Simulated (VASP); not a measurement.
NaF:

```
Na F
1.0
     0.00000    2.16347    2.29717
     2.16347    0.00000    2.29717
     2.16347    2.16347    0.00000
Na F
1 1
Direct
  0.00000 0.00000 0.00000
  0.50000 0.50000 0.50000
```

This cell differs from its parent crystal: biaxial xy strain -5.8%.

Base run:

```yaml
Program: VASP 6.6.1
Functional: r2SCAN
Potentials_or_basis: VASP PAW PBE potentials, release 64 (Na_pv, F)
Cutoff: 520 eV
k_mesh: 10 × 10 × 10
Occupations: gaussian, width 0.01 eV
Spin: no spin polarisation
```

Its results: band gap on the k mesh 8.04 eV; pressure 9.0 GPa.

Problem. The run is repeated on the same cell with these changes: functional from r2SCAN to PBE; occupations from gaussian, width 0.01 eV to fermi-dirac, width 0.02 eV. What comes out?

Solution. Band gap on the k mesh 7.14 eV; pressure 13.8 GPa.

Caveats: the cell stands under pressure; the PAW data sets were made with another functional, which shifts forces and pressure a little (at least some runs).

A k mesh can miss the band edges.
